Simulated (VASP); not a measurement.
KTaO3: single point with PBEsol

Crystal: KTaO3.

```
K Ta O
1.0
     4.47694    0.00000    0.00000
     0.00000    4.47694    0.00000
     0.00000    0.00000    3.16520
K Ta O
1 1 3
Direct
  0.50000 0.50000 0.50000
  0.00000 0.00000 0.00000
  0.50000 0.00000 0.00000
  0.00000 0.50000 0.00000
  0.00000 0.00000 0.50000
```

This cell differs from its parent crystal: ratio of the length along z to the lengths across it x 0.707, volume and fractional coordinates fixed.

```json
{
 "Program": "VASP 6.6.1",
 "Task": "single point",
 "Functional": "PBEsol",
 "Potentials or basis": "VASP PAW PBE potentials, release 64 (K_sv, Ta_pv, O)",
 "Cutoff": "520 eV",
 "k mesh": "8 × 8 × 8",
 "Occupations": "gaussian, width 0.05 eV",
 "Spin": "no spin polarisation"
}
```

- Pressure: 56.2 GPa
- Band gap on the k mesh: 0.21 eV

Stress tensor (GPa, compression positive):
```
-27.73   0.00   0.00
  0.00 -27.73   0.00
  0.00   0.00 223.95
```

Levels at points of the mesh, in eV from the valence-band top:
```
           k point  band 15  band 16  band 17  band 18  band 19  band 20  band 21  band 22  band 23  band 24
(0.00, 0.00, 0.00)    -1.52    -1.52    -1.17    -0.87     0.00     0.21     0.89     0.89     2.48     3.02
(0.50, 0.00, 0.00)    -2.43    -2.36    -1.84    -1.18    -0.04     0.93     2.24     2.34     3.03     6.90
(0.50, 0.50, 0.00)    -4.24    -1.97    -1.97    -1.36    -0.09     2.34     2.34     3.10     6.88     7.30
(0.00, 0.00, 0.50)    -3.08    -2.98    -2.53    -1.76    -1.76     0.97     3.35     4.93     7.96     7.96
(0.50, 0.00, 0.50)    -3.03    -2.62    -2.25    -1.97    -1.71     2.58     3.92     7.60     7.72     8.34
(0.50, 0.50, 0.50)    -4.71    -3.19    -1.60    -1.60    -1.06     3.47     6.33     7.20     7.20     7.46
```

Run time: 64 s on 1 thread of Intel(R) Xeon(R) Platinum 8488C (Sapphire Rapids), on a shared host, peak memory 0.26 GiB.

Caveat: the stress differs along the axes, from -28 to 224 GPa; the PAW data sets were made with another functional, which shifts forces and pressure a little; spin-orbit coupling is left out, which moves the levels of the heavy elements. A k mesh can miss the band edges.
